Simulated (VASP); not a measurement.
# Ni (Fm-3m) in VASP: notebook

Ni is run at these levels: PBE; tasks: single point.

All numbers are computed with VASP 6.6.1; they aren't measurements. Logs are shortened: lines on timing, memory, paths and dates and some standing lists are left out, and cuts for length are marked.

## Step 1: The cell of the first run

Symmetry: Fm-3m, No. 225, cubic system. The conventional cell has a = 3.514 Å, b = 3.514 Å, c = 3.514 Å, α = 90.00°, β = 90.00°, γ = 90.00°. Ni (site symmetry m-3m) has 12 Ni at 2.49 Å within 3.3 Å.

## Step 2: Single point, PBE

Contents of INCAR:

```
SYSTEM = Ni
ALGO     = Normal         ! electronic algorithm
EDIFF    = 1E-6           ! SCF threshold, eV
ENCUT    = 600            ! plane-wave cutoff, eV
GGA      = PE             ! functional
GGA_COMPAT= .False.      
ISIF     = 2              ! what is computed and relaxed
ISMEAR   = -1             ! smearing method
LASPH    = .True.         ! aspherical terms in the spheres
LCHARG   = .False.        ! write CHGCAR
LREAL    = .False.        ! projectors in reciprocal space
LWAVE    = .False.        ! write WAVECAR
NBANDS   = 11             ! bands
NELM     = 120            ! most SCF steps
PREC     = Accurate       ! precision mode
SIGMA    = 0.1            ! smearing width, eV
```

Contents of KPOINTS:

```
k-points
0
Gamma
  12 12 12
  0 0 0
```

Contents of POSCAR:

```
Ni
1.0
    0.0000000000      1.7572466680      1.7572466680
    1.7572466680      0.0000000000      1.7572466680
    1.7572466680      1.7572466680      0.0000000000
Ni
1
Direct
    0.0000000000      0.0000000000      0.0000000000
```

Potentials or basis: VASP PAW PBE potentials, release 64 (Ni).

On the command line:

```sh
cat potpaw_PBE.64/Ni/POTCAR > POTCAR
mpirun -np 1 vasp_std > vasp.out
```

OUTCAR:

```text
SYSTEM = Ni
   EDIFF = 1E-6
   ENCUT = 600
   GGA = PE
   ISIF = 2
   ISMEAR = -1
   LASPH = .True.
   LREAL = .False.
   NELM = 120
   PREC = Accurate

 ion  position               nearest neighbor table
   1  0.000  0.000  0.000-

  LATTYP: Found a face centered cubic cell.
 ALAT       =     3.5144933360

  Lattice vectors:

 A1 = (   0.0000000000,   1.7572466680,   1.7572466680)
 A2 = (   1.7572466680,   0.0000000000,   1.7572466680)
 A3 = (   1.7572466680,   1.7572466680,   0.0000000000)

Analysis of symmetry for initial positions (statically):
=====================================================================
 Subroutine PRICEL returns:
 Original cell was already a primitive cell.

 Routine SETGRP: Setting up the symmetry group for a
 face centered cubic supercell.

 Subroutine GETGRP returns: Found 48 space group operations
 (whereof 48 operations were pure point group operations)
 out of a pool of 48 trial point group operations.

The static configuration has the point symmetry O_h .

Analysis of symmetry for dynamics (positions and initial velocities):
=====================================================================
 Subroutine PRICEL returns:
 Original cell was already a primitive cell.

 Routine SETGRP: Setting up the symmetry group for a
 face centered cubic supercell.

 Subroutine GETGRP returns: Found 48 space group operations
 (whereof 48 operations were pure point group operations)
 out of a pool of 48 trial point group operations.

The dynamic configuration has the point symmetry O_h .

 Subroutine INISYM returns: Found 48 space group operations
 (whereof 48 operations are pure point group operations),
 and found     1 'primitive' translations

----------------------------------------------------------------------------------------

                                     Primitive cell

  volume of cell :      10.8525

  direct lattice vectors                    reciprocal lattice vectors
     0.000000000  1.757246668  1.757246668    -0.284536035  0.284536035  0.284536035
     1.757246668  0.000000000  1.757246668     0.284536035 -0.284536035  0.284536035
     1.757246668  1.757246668  0.000000000     0.284536035  0.284536035 -0.284536035

  length of vectors
     2.485122070  2.485122070  2.485122070     0.492830870  0.492830870  0.492830870

  position of ions in fractional coordinates (direct lattice)
     0.000000000  0.000000000  0.000000000

  ion indices of the primitive-cell ions
   primitive index   ion index
                 1           1

----------------------------------------------------------------------------------------

 KPOINTS: k-points

Automatic generation of k-mesh.
 Grid dimensions read from file:
 generate k-points for:   12   12   12

 Generating k-lattice:

  Cartesian coordinates                     Fractional coordinates (reciprocal lattice)
    -0.023711336  0.023711336  0.023711336     0.083333333  0.000000000  0.000000000
     0.023711336 -0.023711336  0.023711336     0.000000000  0.083333333  0.000000000
     0.023711336  0.023711336 -0.023711336     0.000000000  0.000000000  0.083333333

  Length of vectors
     0.041069239  0.041069239  0.041069239

  Shift w.r.t. Gamma in fractional coordinates (k-lattice)
     0.000000000  0.000000000  0.000000000

 Subroutine IBZKPT returns following result:
 ===========================================

 Found     72 irreducible k-points:

 Following reciprocal coordinates:
            Coordinates               Weight
  0.000000  0.000000  0.000000      1.000000
  0.083333  0.000000  0.000000      8.000000
  0.166667  0.000000  0.000000      8.000000
  0.250000  0.000000  0.000000      8.000000
  0.333333  0.000000  0.000000      8.000000
  0.416667  0.000000  0.000000      8.000000
[... 16 lines left out ...]
  0.500000  0.166667  0.000000     24.000000
 -0.416667  0.166667  0.000000     24.000000
 [... further k-points ...]
   k-points           NKPTS =     72   k-points in BZ     NKDIM =     72   number of bands    NBANDS=     11
   number of dos      NEDOS =    301   number of ions     NIONS =      1
   total plane-waves  NPLWV =   8000
   dimension x,y,z NGX =    20 NGY =   20 NGZ =   20
   dimension x,y,z NGXF=    40 NGYF=   40 NGZF=   40
   ions per type =               1
   NGX,Y,Z   is equivalent  to a cutoff of  13.38, 13.38, 13.38 a.u.
   NGXF,Y,Z  is equivalent  to a cutoff of  26.76, 26.76, 26.76 a.u.
 SYSTEM =  Ni
   PREC   = accura    normal or accurate (medium, high low for compatibility)
   ISTART =      0    job   : 0-new  1-cont  2-samecut
   ICHARG =      2    charge: 1-file 2-atom 10-const
   ISPIN  =      1    spin polarized calculation?
   LNONCOLLINEAR =      F non collinear calculations
   LSORBIT =      F    spin-orbit coupling
   LASPH  =      T    aspherical Exc in radial PAW
   ENCUT  =  600.0 eV  44.10 Ry    6.64 a.u.   4.96  4.96  4.96*2*pi/ulx,y,z
   NELM   =    120;   NELMIN=  2; NELMDL= -5     # of ELM steps
   EDIFF  = 0.1E-05   stopping-criterion for ELM
   LREAL  =      F    real-space projection
   EDIFFG = 0.1E-04   stopping-criterion for IOM
   NSW    =      0    number of steps for IOM
   IBRION =     -1    ionic relax: 0-MD 1-quasi-New 2-CG
   NFREE  =      0    steps in history (QN), initial steepest desc. (CG)
   ISIF   =      2    stress and relaxation
   ISYM   =      2    0-nonsym 1-usesym 2-fastsym
   POTIM  = 0.5000    time-step for ionic-motion
   TEBEG  =    0.0;   TEEND  =   0.0 temperature during run
   PSTRESS=    0.0 pullay stress
   NELECT =      10.0000    total number of electrons
   NUPDOWN=      -1.0000    fix difference up-down
   EMIN   =  10.00;   EMAX   =-10.00  energy-range for DOS
   EFERMI =   0.00;   METHOD = LEGACY
   ISMEAR =    -1;   SIGMA  =   0.10  broadening in eV -4-tet -1-fermi 0-gaus
   EFERMI_NEDOS =   21; number of points for ismear=-14 and -15
   IALGO  =     38    algorithm
   IMIX   =      4    mixing-type and parameters
     AMIX     =   0.40;   BMIX     =  1.00
     AMIX_MAG =   1.60;   BMIX_MAG =  1.00
  volume/ion in A,a.u.               =      10.85        73.24
  Fermi-wavevector in a.u.,A,eV,Ry     =   1.593060  3.010447 34.529407  2.537840
  Thomas-Fermi vector in A             =   2.691349
   LORBIT       =      0    0 simple, 1 ext, 2 COOP (PROOUT), +10 PAW based schemes
   GGA     = PE    functional components
   LHFCALC =     F    Hartree Fock is set to
   AEXX    =    0.0000 exact exchange contribution
   IVDW    =     0    specifies the selected vdW correction
   LEPSILON=     F    determine dielectric tensor
   LRPA    =     F    only Hartree local field effects (RPA)
 non-spin polarized calculation
  energy-cutoff  :      600.00
  volume of cell :       10.85
 maximum number of plane-waves:       380
   NGX =  9   NGY =  9   NGZ =  9

 number of electron      10.0000009 magnetization

 Free energy of the ion-electron system (eV)
  ---------------------------------------------------
  ext. energy  EPLUGINS =         0.00000000
  ---------------------------------------------------
  free energy    TOTEN  =        -5.46836073 eV

  energy without entropy =       -5.38431237  energy(sigma->0) =       -5.42633655

 E-fermi :   9.2497     XC(G=0): -13.2688

 val. band max:        9.2358942911   @ k =   0.5000   0.1667   0.0000
 cond. band min:       9.2635524025   @ k =   0.5000   0.2500   0.0000
 fundamental gap:      0.0276581114
 Fermi energy:         9.2496934932

 k-point     1 :       0.0000    0.0000    0.0000
  band No.  band energies     occupation
      1       0.3667      2.00000
      2       7.3704      2.00000
      3       7.3704      2.00000
      4       7.3704      2.00000
      5       8.4690      1.99919
      6       8.4690      1.99919
      7      33.0762      0.00000
      8      37.0279      0.00000
      9      37.0279      0.00000
     10      37.0279      0.00000
     11      40.0403      0.00000

 k-point     2 :       0.0833    0.0000    0.0000
  band No.  band energies     occupation
      1       0.6382      2.00000
      2       7.2972      2.00000
      3       7.4304      2.00000
      4       7.4304      2.00000
      5       8.4444      1.99936
      6       8.4444      1.99936
      7      32.0341      0.00000
      8      34.6804      0.00000
      9      36.4726      0.00000
     10      36.4726      0.00000
     11      40.8838      0.00000

 k-point     3 :       0.1667    0.0000    0.0000
  band No.  band energies     occupation
      1       1.4255      2.00000
      2       7.1236      2.00000
      3       7.5503      2.00000
      4       7.5503      2.00000
      5       8.4283      1.99946
      6       8.4283      1.99946
      7      28.1628      0.00000
      8      33.8491      0.00000
      9      35.6097      0.00000
     10      35.6097      0.00000
     11      41.0961      0.00000

 k-point     4 :       0.2500    0.0000    0.0000
  band No.  band energies     occupation
      1       2.6181      2.00000
      2       6.9943      2.00000
      3       7.5729      2.00000
      4       7.5729      2.00000
      5       8.5663      1.99785
      6       8.5663      1.99785
      7      23.9354      0.00000
      8      33.1886      0.00000
      9      34.9260      0.00000
     10      34.9260      0.00000
     11      40.4968      0.00000

 k-point     5 :       0.3333    0.0000    0.0000
  band No.  band energies     occupation
      1       3.8881      2.00000
      2       7.2282      2.00000
      3       7.4726      2.00000
      4       7.4726      2.00000
      5       8.8504      1.96377
      6       8.8504      1.96377
      7      20.0437      0.00000
      8      32.3998      0.00000
      9      34.4782      0.00000
     10      34.4782      0.00000
     11      38.7078      0.00000
[... 211 lines left out ...]
 k-point    21 :       0.3333    0.1667    0.0000
  band No.  band energies     occupation
      1       3.8096      2.00000
      2       6.5292      2.00000
      3       7.4212      2.00000
      4       7.9402      2.00000
      5       8.8356      1.96868
      6       8.9769      1.87727
      7      23.2475      0.00000
      8      29.5827      0.00000
      9      30.0235      0.00000
     10      32.7065      0.00000
     11      39.2921      0.00000

 k-point    22 :       0.4167    0.1667    0.0000
  band No.  band energies     occupation
      1       4.8451      2.00000
      2       6.6142      2.00000
      3       7.2429      2.00000
      4       7.8454      2.00000
      5       9.1839      1.31778
      6       9.8239      0.00640
      7      19.4684      0.00000
      8      28.5460      0.00000
      9      29.4113      0.00000
     10      32.1094      0.00000
     11      42.3587      0.00000

 k-point    23 :       0.5000    0.1667    0.0000
  band No.  band energies     occupation
      1       5.2980      2.00000
      2       6.7654      2.00000
      3       7.3885      2.00000
      4       7.7447      2.00000
      5       9.2359      1.06889
      6      11.2657      0.00000
      7      16.4092      0.00000
      8      27.1984      0.00000
      9      29.8814      0.00000
     10      31.9129      0.00000
     11      42.2914      0.00000

 k-point    24 :      -0.4167    0.1667    0.0000
  band No.  band energies     occupation
      1       5.3665      2.00000
      2       6.8427      2.00000
      3       7.4630      2.00000
      4       7.6984      2.00000
      5       9.0779      1.69585
      6      11.7609      0.00000
      7      15.7696      0.00000
      8      26.2198      0.00000
      9      31.0064      0.00000
     10      32.1773      0.00000
     11      41.3851      0.00000

 [... further k-points ...]
[... 5 lines left out ...]
  --------------------------------------------------------------------------------------
  -------------------------------------------------------------------------------------
  Total       -0.0107564     -0.0107564     -0.0107564     -0.0000000     -0.0000000     -0.0000000
  in kB       -1.5879900     -1.5879900     -1.5879900     -0.0000000     -0.0000000     -0.0000000
  external PRESSURE =      -1.5879900 kB  Pullay stress =       0.0000000 kB

 VOLUME and BASIS-vectors are now :
 -----------------------------------------------------------------------------
  energy-cutoff  :      600.00
  volume of cell :       10.85
      direct lattice vectors                 reciprocal lattice vectors
     0.000000000  1.757246668  1.757246668    -0.284536035  0.284536035  0.284536035
     1.757246668  0.000000000  1.757246668     0.284536035 -0.284536035  0.284536035
     1.757246668  1.757246668  0.000000000     0.284536035  0.284536035 -0.284536035

 POSITION                                       TOTAL-FORCE (eV/Angst)
 -----------------------------------------------------------------------------------
      0.00000      0.00000      0.00000        -0.000000      0.000000      0.000000
 -----------------------------------------------------------------------------------
    total drift:                                0.000000      0.000000      0.000000

  FREE ENERGIE OF THE ION-ELECTRON SYSTEM (eV)
  ---------------------------------------------------
  free  energy   TOTEN  =        -5.4683607310 eV

  energy  without entropy=       -5.3843123688  energy(sigma->0) =       -5.42633655
```

Run time: 12 s. Hardware: 1 thread of Intel Xeon Platinum 8259CL at 2.50GHz (Skylake/Cascade Lake), shared host; peak memory 0.13 GiB.

Results:

* Free energy: -5.4684 eV
* Pressure: -0.2 GPa
* Band gap on the k mesh: zero (band 5 reaches 9.40 eV, above the bottom of band 6 at 8.43 eV)

Caveat: the run has no spin polarisation, though such a crystal can be magnetic. Spin polarisation is off, so any magnetic state and its effect on volume and gap are missing.

## Step 3: Single point, PBE

Contents of INCAR:

```
SYSTEM = Ni
ALGO = Normal
EDIFF = 1E-6
ENCUT = 600
GGA = PE
GGA_COMPAT = .FALSE.
ISIF = 2
ISMEAR = -1
LASPH = .TRUE.
LCHARG = .TRUE.
LELF = .TRUE.
LREAL = .FALSE.
LVHAR = .TRUE.
LWAVE = .FALSE.
NBANDS = 11
NELM = 120
PREC = Accurate
SIGMA = 0.1
```

Contents of KPOINTS:

```
k-points
0
G
  16 16 16
  0 0 0
```

POSCAR is that of step 2.

Potentials or basis: VASP PAW PBE potentials, release 64 (Ni).

On the command line:

```sh
cat potpaw_PBE.64/Ni/POTCAR > POTCAR
mpirun -np 1 vasp_std > vasp.out
```

Wall time 19 s (1 thread of Intel Xeon Platinum 8259CL at 2.50GHz (Skylake/Cascade Lake), shared host); peak memory 0.14 GiB.

Results (log left out):

| Item | Value |
| --- | --- |
| Free energy | -5.4640 eV |
| Pressure | 0.1 GPa |
| Band gap on the k mesh | zero (band 5 reaches 9.39 eV, above the bottom of band 6 at 8.42 eV) |

Levels at points of the mesh, in eV from the Fermi level:
```
           k point  band 2  band 3  band 4  band 5  band 6  band 7  band 8  band 9
(0.00, 0.00, 0.00)   -1.88   -1.88   -1.88   -0.78   -0.78   23.83   27.78   27.78
(0.50, 0.00, 0.00)   -1.93   -1.93   -0.16   -0.04   -0.04    6.07   22.32   24.93
(0.50, 0.50, 0.00)   -3.72   -0.05    0.15    0.15    2.60    9.54   15.02   15.02
```

Caveat: the run has no spin polarisation, though such a crystal can be magnetic.

## Step 4: Single point, PBE

Contents of INCAR:

```
ALGO = Normal ; EDIFF = 1E-6
ENCUT = 600 ; GGA = PE
GGA_COMPAT = False ; ISIF = 2
ISMEAR = -1 ; LASPH = True
LCHARG = False ; LREAL = False
LWAVE = False ; NBANDS = 11
NELM = 120 ; PREC = Accurate
SIGMA = 0.1
```

Contents of KPOINTS:

```
k-points
0
Gamma
  22 22 22
```

POSCAR is that of step 3.

On the command line:

```sh
cat potpaw_PBE.64/Ni/POTCAR > POTCAR
mpirun -np 1 vasp_std > vasp.out
```

It took 45 s on 1 thread of Intel Xeon Platinum 8259CL at 2.50GHz (Skylake/Cascade Lake), shared host; peak memory 0.16 GiB.

Results (log left out):

| Item | Value |
| --- | --- |
| Free energy | -5.4652 eV |
| Pressure | 0.0 GPa |
| Band gap on the k mesh | zero (band 5 reaches 9.39 eV, above the bottom of band 6 at 8.42 eV) |

Levels at points of the mesh, in eV from the Fermi level:
```
           k point  band 1  band 2  band 3  band 4  band 5  band 6  band 7  band 8  band 9  band 10
(0.00, 0.00, 0.00)   -8.88   -1.88   -1.88   -1.88   -0.78   -0.78   23.83   27.78   27.78    27.78
(0.50, 0.00, 0.00)   -4.45   -1.93   -1.93   -0.16   -0.04   -0.04    6.07   22.32   24.93    24.93
(0.50, 0.50, 0.00)   -4.31   -3.72   -0.05    0.15    0.15    2.60    9.54   15.02   15.02    20.01
```

Caveat: the run has no spin polarisation, though such a crystal can be magnetic. Spin polarisation is off, so any magnetic state and its effect on volume and gap are missing.

## Step 5: The runs side by side

```tsv
k mesh	gap on the mesh (eV)	pressure (GPa)
12 × 12 × 12	none	-0.2
16 × 16 × 16	none	0.1
22 × 22 × 22	none	0.0
```

Alike in all rows: task single point; level PBE; potentials or basis VASP PAW PBE potentials, release 64 (Ni); no spin polarisation; cell as given; cutoff (eV) 600; smearing fermi-dirac 0.1 eV.

Every run on the cell as given and a fine mesh finds a metal.

Caveats: the run has no spin polarisation, though such a crystal can be magnetic.

Absolute energies hang on the potentials; compare differences alone.
